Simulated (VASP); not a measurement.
# Al2Cu (I4/mcm) in VASP: further runs

Runs on Al2Cu. Level: PBEsol. Tasks: single point.

Program: VASP 6.6.1. These are calculated values, not measurements. Logs are shortened: lines on timing, memory, paths and dates and some standing lists are left out, and cuts for length are marked.

## 1. The cell of the first run

It takes space group I4/mcm (No. 140, tetragonal). The conventional cell has a = 6.293 Å, b = 6.293 Å, c = 4.731 Å, α = 90.00°, β = 90.00°, γ = 90.00°. Al (site symmetry m2m) has 4 Cu at 2.65 Å and 11 Al at 2.84 to 3.35 Å within 3.5 Å. Cu (site symmetry 422) has 2 Cu at 2.37 Å and 8 Al at 2.65 Å within 3.1 Å.

## 2. Single point, PBEsol

File INCAR:

```
PREC = Accurate
ENCUT = 520
EDIFF = 1E-6
ISMEAR = 0
SIGMA = 0.15
LREAL = False
LASPH = True
NELM = 60
ALGO = Fast
ISIF = 2
LWAVE = False
LCHARG = True
GGA = PS
LELF = True
LVHAR = True
NBANDS = 26
```

File KPOINTS:

```
Automatic mesh
0
Gamma
  10 10 10
```

File POSCAR:

```
Al2Cu
1.0
   -3.1463500000      3.1463500000      2.3655500000
    3.1463500000     -3.1463500000      2.3655500000
    3.1463500000      3.1463500000     -2.3655500000
Al Cu
4 2
Direct
    0.1593210787      0.6593210787      0.8186421574
    0.6593210787      0.8406789213      0.5000000000
    0.8406789213      0.3406789213      0.1813578426
    0.3406789213      0.1593210787      0.5000000000
    0.7500000000      0.7500000000      0.0000000000
    0.2500000000      0.2500000000      0.0000000000
```

Potentials or basis: VASP PAW PBE potentials, release 64 (Al, Cu).

The run is started by

```console
$ cat potpaw_PBE.64/Al/POTCAR potpaw_PBE.64/Cu/POTCAR > POTCAR
$ mpirun -np 1 vasp_std > vasp.out
```

OUTCAR:

```text
PREC = Accurate
   ENCUT = 520
   EDIFF = 1E-6
   ISMEAR = 0
   LREAL = False
   LASPH = True
   NELM = 60
   ISIF = 2
   GGA = PS

 ion  position               nearest neighbor table
   1  0.159  0.659  0.819-   5 2.65   6 2.65   5 2.65   6 2.65   3 2.84   3 2.86   3 2.86   4 3.10
                             2 3.10   2 3.10   4 3.10   4 3.35   2 3.35   2 3.35   4 3.35
   2  0.659  0.841  0.500-   6 2.65   5 2.65   5 2.65   6 2.65   4 2.84   4 2.86   4 2.86   3 3.10
                             1 3.10   1 3.10   3 3.10   1 3.35   3 3.35   1 3.35   3 3.35
   3  0.841  0.341  0.181-   5 2.65   6 2.65   5 2.65   6 2.65   1 2.84   1 2.86   1 2.86   2 3.10
                             4 3.10   4 3.10   2 3.10   4 3.35   2 3.35   4 3.35   2 3.35
   4  0.341  0.159  0.500-   5 2.65   6 2.65   6 2.65   5 2.65   2 2.84   2 2.86   2 2.86   3 3.10
                             1 3.10   1 3.10   3 3.10   1 3.35   3 3.35   3 3.35   1 3.35
   5  0.750  0.750  0.000-   6 2.37   6 2.37   4 2.65   2 2.65   4 2.65   2 2.65   1 2.65   3 2.65
                             3 2.65   1 2.65
   6  0.250  0.250  0.000-   5 2.37   5 2.37   2 2.65   4 2.65   2 2.65   4 2.65   3 2.65   1 2.65
                             1 2.65   3 2.65

  LATTYP: Found a body centered tetragonal cell.
 ALAT       =     6.2927000000
 C/A-ratio  =     0.7518394330

  Lattice vectors:

 A1 = (  -3.1463500000,   3.1463500000,   2.3655500000)
 A2 = (   3.1463500000,  -3.1463500000,   2.3655500000)
 A3 = (   3.1463500000,   3.1463500000,  -2.3655500000)

Analysis of symmetry for initial positions (statically):
=====================================================================
 Subroutine PRICEL returns:
 Original cell was already a primitive cell.

 Routine SETGRP: Setting up the symmetry group for a
 body centered tetragonal supercell.

 Subroutine GETGRP returns: Found 16 space group operations
 (whereof  8 operations were pure point group operations)
 out of a pool of 16 trial point group operations.

The static configuration has the point symmetry C_4h.
 The point group associated with its full space group is D_4h.

Analysis of symmetry for dynamics (positions and initial velocities):
=====================================================================
 Subroutine PRICEL returns:
 Original cell was already a primitive cell.

 Routine SETGRP: Setting up the symmetry group for a
 body centered tetragonal supercell.

 Subroutine GETGRP returns: Found 16 space group operations
 (whereof  8 operations were pure point group operations)
 out of a pool of 16 trial point group operations.

The dynamic configuration has the point symmetry C_4h.
 The point group associated with its full space group is D_4h.

 Subroutine INISYM returns: Found 16 space group operations
 (whereof  8 operations are pure point group operations),
 and found     1 'primitive' translations

----------------------------------------------------------------------------------------

                                     Primitive cell

  volume of cell :      93.6712

  direct lattice vectors                    reciprocal lattice vectors
    -3.146350000  3.146350000  2.365550000     0.000000000  0.158914298  0.211367335
     3.146350000 -3.146350000  2.365550000     0.158914298  0.000000000  0.211367335
     3.146350000  3.146350000 -2.365550000     0.158914298  0.158914298  0.000000000

  length of vectors
     5.039331647  5.039331647  5.039331647     0.264442630  0.264442630  0.224738755

  position of ions in fractional coordinates (direct lattice)
     0.159321079  0.659321079  0.818642157
     0.659321079  0.840678921  0.500000000
     0.840678921  0.340678921  0.181357843
     0.340678921  0.159321079  0.500000000
     0.750000000  0.750000000  0.000000000
     0.250000000  0.250000000  0.000000000

  ion indices of the primitive-cell ions
   primitive index   ion index
                 1           1
                 2           2
                 3           3
                 4           4
                 5           5
                 6           6

----------------------------------------------------------------------------------------

 KPOINTS: Automatic mesh

Automatic generation of k-mesh.
 Grid dimensions read from file:
 generate k-points for:   10   10   10

 Generating k-lattice:

  Cartesian coordinates                     Fractional coordinates (reciprocal lattice)
     0.000000000  0.015891430  0.021136734     0.100000000  0.000000000 -0.000000000
     0.015891430  0.000000000  0.021136734     0.000000000  0.100000000 -0.000000000
     0.015891430  0.015891430  0.000000000     0.000000000  0.000000000  0.100000000

  Length of vectors
     0.026444263  0.026444263  0.022473875

  Shift w.r.t. Gamma in fractional coordinates (k-lattice)
     0.000000000  0.000000000  0.000000000

 Subroutine IBZKPT returns following result:
 ===========================================

 Found    102 irreducible k-points:

 Following reciprocal coordinates:
            Coordinates               Weight
  0.000000  0.000000  0.000000      1.000000
  0.100000  0.000000  0.000000      8.000000
  0.200000  0.000000  0.000000      8.000000
  0.300000 -0.000000  0.000000      8.000000
  0.400000 -0.000000  0.000000      8.000000
  0.500000  0.000000 -0.000000      4.000000
[... 16 lines left out ...]
  0.300000  0.300000  0.000000      8.000000
  0.400000  0.300000  0.000000     16.000000
 [... further k-points ...]
   k-points           NKPTS =    102   k-points in BZ     NKDIM =    102   number of bands    NBANDS=     26
   number of dos      NEDOS =    301   number of ions     NIONS =      6
   total plane-waves  NPLWV =  64000
   dimension x,y,z NGX =    40 NGY =   40 NGZ =   40
   dimension x,y,z NGXF=    80 NGYF=   80 NGZF=   80
   ions per type =               4   2
   NGX,Y,Z   is equivalent  to a cutoff of  13.20, 13.20, 13.20 a.u.
   NGXF,Y,Z  is equivalent  to a cutoff of  26.39, 26.39, 26.39 a.u.
 SYSTEM =  unknown system
   PREC   = accura    normal or accurate (medium, high low for compatibility)
   ISTART =      0    job   : 0-new  1-cont  2-samecut
   ICHARG =      2    charge: 1-file 2-atom 10-const
   ISPIN  =      1    spin polarized calculation?
   LNONCOLLINEAR =      F non collinear calculations
   LSORBIT =      F    spin-orbit coupling
   LASPH  =      T    aspherical Exc in radial PAW
   ENCUT  =  520.0 eV  38.22 Ry    6.18 a.u.   9.37  9.37  9.37*2*pi/ulx,y,z
   NELM   =     60;   NELMIN=  2; NELMDL= -5     # of ELM steps
   EDIFF  = 0.1E-05   stopping-criterion for ELM
   LREAL  =      F    real-space projection
   EDIFFG = 0.1E-04   stopping-criterion for IOM
   NSW    =      0    number of steps for IOM
   IBRION =     -1    ionic relax: 0-MD 1-quasi-New 2-CG
   NFREE  =      0    steps in history (QN), initial steepest desc. (CG)
   ISIF   =      2    stress and relaxation
   ISYM   =      2    0-nonsym 1-usesym 2-fastsym
   POTIM  = 0.5000    time-step for ionic-motion
   TEBEG  =    0.0;   TEEND  =   0.0 temperature during run
   PSTRESS=    0.0 pullay stress
   NELECT =      34.0000    total number of electrons
   NUPDOWN=      -1.0000    fix difference up-down
   EMIN   =  10.00;   EMAX   =-10.00  energy-range for DOS
   EFERMI =   0.00;   METHOD = LEGACY
   ISMEAR =     0;   SIGMA  =   0.15  broadening in eV -4-tet -1-fermi 0-gaus
   EFERMI_NEDOS =   21; number of points for ismear=-14 and -15
   IALGO  =     68    algorithm
   IMIX   =      4    mixing-type and parameters
     AMIX     =   0.40;   BMIX     =  1.00
     AMIX_MAG =   1.60;   BMIX_MAG =  1.00
  volume/ion in A,a.u.               =      15.61       105.35
  Fermi-wavevector in a.u.,A,eV,Ry     =   1.167793  2.206808 18.554805  1.363740
  Thomas-Fermi vector in A             =   2.304288
   LORBIT       =      0    0 simple, 1 ext, 2 COOP (PROOUT), +10 PAW based schemes
   GGA     = PS    functional components
   LHFCALC =     F    Hartree Fock is set to
   AEXX    =    0.0000 exact exchange contribution
   IVDW    =     0    specifies the selected vdW correction
   LEPSILON=     F    determine dielectric tensor
   LRPA    =     F    only Hartree local field effects (RPA)
 non-spin polarized calculation
 RMM-DIIS sequential band-by-band and
 Gauss-broadening in eV      SIGMA  =   0.15
  energy-cutoff  :      520.00
  volume of cell :       93.67
 maximum number of plane-waves:      2542
 NGX is ok and might be reduce to    40
   NGX = 19   NGY = 19   NGZ = 19

 number of electron      33.9999994 magnetization

 Free energy of the ion-electron system (eV)
  ---------------------------------------------------
  ext. energy  EPLUGINS =         0.00000000
  ---------------------------------------------------
  free energy    TOTEN  =       -25.75723952 eV

  energy without entropy =      -25.73258692  energy(sigma->0) =      -25.74491322

 E-fermi :   7.4773     XC(G=0): -10.7506

 val. band max:        7.4653798203   @ k =  -0.3000   0.1000  -0.0000
 cond. band min:       7.4795301625   @ k =  -0.3000   0.3000   0.2000
 fundamental gap:      0.0141503422
 Fermi energy:         7.4772664920

 k-point     1 :       0.0000    0.0000    0.0000
  band No.  band energies     occupation
      1      -3.0381      2.00000
      2       2.1645      2.00000
      3       2.3239      2.00000
      4       2.5180      2.00000
      5       2.5180      2.00000
      6       3.3415      2.00000
[... 18 lines left out ...]
     25      11.7992      0.00000
     26      12.4145      0.00000

 k-point     2 :       0.1000    0.0000    0.0000
  band No.  band energies     occupation
      1      -2.9328      2.00000
      2       2.1503      2.00000
      3       2.3521      2.00000
      4       2.4999      2.00000
      5       2.5127      2.00000
      6       3.3207      2.00000
[... 18 lines left out ...]
     25      11.9167      0.00000
     26      12.5497      0.00000

 k-point     3 :       0.2000    0.0000    0.0000
  band No.  band energies     occupation
      1      -2.6178      2.00000
      2       2.1229      2.00000
      3       2.3453      2.00000
      4       2.4278      2.00000
      5       2.4935      2.00000
      6       3.2360      2.00000
[... 18 lines left out ...]
     25      12.3265      0.00000
     26      12.7496      0.00000

 k-point     4 :       0.3000   -0.0000    0.0000
  band No.  band energies     occupation
      1      -2.0968      2.00000
      2       1.6590      2.00000
      3       2.1167      2.00000
      4       2.4394      2.00000
      5       2.5352      2.00000
      6       3.1632      2.00000
[... 18 lines left out ...]
     25      13.0685      0.00000
     26      14.2489      0.00000

 k-point     5 :       0.4000   -0.0000    0.0000
  band No.  band energies     occupation
      1      -1.3772      2.00000
      2       0.5788      2.00000
      3       2.1578      2.00000
      4       2.3550      2.00000
      5       2.6439      2.00000
      6       3.0114      2.00000
[... 18 lines left out ...]
     25      13.5510      0.00000
     26      14.4477      0.00000

 k-point     6 :       0.5000    0.0000   -0.0000
  band No.  band energies     occupation
      1      -0.4736      2.00000
      2      -0.4736      2.00000
      3       2.2475      2.00000
      4       2.2475      2.00000
      5       2.7961      2.00000
      6       2.7961      2.00000
[... 427 lines left out ...]
 k-point    21 :      -0.3000    0.2000   -0.0000
  band No.  band energies     occupation
      1      -2.4805      2.00000
      2       1.0189      2.00000
      3       2.3883      2.00000
      4       2.4126      2.00000
      5       2.6226      2.00000
      6       3.0883      2.00000
[... 18 lines left out ...]
     25      11.8615      0.00000
     26      15.0533      0.00000

 k-point    22 :      -0.2000    0.2000    0.0000
  band No.  band energies     occupation
      1      -2.7357      2.00000
      2       1.3789      2.00000
      3       2.3412      2.00000
      4       2.4730      2.00000
      5       2.5977      2.00000
      6       3.1884      2.00000
[... 18 lines left out ...]
     25      10.1228      0.00000
     26      14.9868      0.00000

 k-point    23 :       0.3000    0.3000    0.0000
  band No.  band energies     occupation
      1      -0.0314      2.00000
      2       0.1047      2.00000
      3       0.1373      2.00000
      4       2.2581      2.00000
      5       2.9898      2.00000
      6       2.9971      2.00000
[... 18 lines left out ...]
     25      13.8412      0.00000
     26      15.0675      0.00000

 k-point    24 :       0.4000    0.3000    0.0000
  band No.  band energies     occupation
      1      -0.7795      2.00000
      2      -0.0657      2.00000
      3       0.9758      2.00000
      4       2.4083      2.00000
      5       2.7592      2.00000
      6       2.9898      2.00000
[... 18 lines left out ...]
     25      13.5070      0.00000
     26      13.9300      0.00000

 [... further k-points ...]

------------------------ aborting loop because EDIFF is reached ----------------------------------------

  FORCE on cell =-STRESS in cart. coord.  units (eV):
  Direction    XX          YY          ZZ          XY          YZ          ZX
  --------------------------------------------------------------------------------------
  -------------------------------------------------------------------------------------
  Total       -5.7044705     -5.7044705     -0.4781540      0.0000000      0.0000000      0.0000000
  in kB      -97.5707709    -97.5707709     -8.1784721      0.0000000      0.0000000      0.0000000
  external PRESSURE =     -67.7733380 kB  Pullay stress =       0.0000000 kB

 VOLUME and BASIS-vectors are now :
 -----------------------------------------------------------------------------
  energy-cutoff  :      520.00
  volume of cell :       93.67
      direct lattice vectors                 reciprocal lattice vectors
    -3.146350000  3.146350000  2.365550000     0.000000000  0.158914298  0.211367335
     3.146350000 -3.146350000  2.365550000     0.158914298  0.000000000  0.211367335
     3.146350000  3.146350000 -2.365550000     0.158914298  0.158914298  0.000000000

 POSITION                                       TOTAL-FORCE (eV/Angst)
 -----------------------------------------------------------------------------------
      4.14891      1.00256      0.00000        -0.073475     -0.073475     -0.000000
      2.14379      1.00256      2.36555         0.073475     -0.073475      0.000000
     -1.00256      2.14379      2.36555         0.073475      0.073475     -0.000000
      1.00256      2.14379      0.00000        -0.073475      0.073475     -0.000000
      0.00000      0.00000      3.54832         0.000000      0.000000     -0.000000
      0.00000      0.00000      1.18277         0.000000      0.000000     -0.000000
 -----------------------------------------------------------------------------------
    total drift:                               -0.000000     -0.000000      0.000000

  FREE ENERGIE OF THE ION-ELECTRON SYSTEM (eV)
  ---------------------------------------------------
  free  energy   TOTEN  =       -25.7572395159 eV

  energy  without entropy=      -25.7325869227  energy(sigma->0) =      -25.74491322
```

It took 4.3 min on 1 thread of AMD EPYC 9R14 (Zen 4), shared host; peak memory 0.35 GiB.

What came out:

| Quantity | Value |
| --- | --- |
| Free energy | -25.7572 eV |
| Pressure | -6.8 GPa |
| Largest force | 0.104 eV/Å |
| Band gap on the k mesh | zero (bands 17 and 18 overlap by 4.64 eV) |

Forces on the atoms (eV/Å):
```
Al  -0.073 -0.073  0.000
Al   0.073 -0.073  0.000
Al   0.073  0.073  0.000
Al  -0.073  0.073  0.000
Cu   0.000  0.000  0.000
Cu   0.000  0.000  0.000
```

Caveat: the cell stands under tension; the PAW data sets were made with another functional, which shifts forces and pressure a little.

(Part 1 of 2 ends here.)
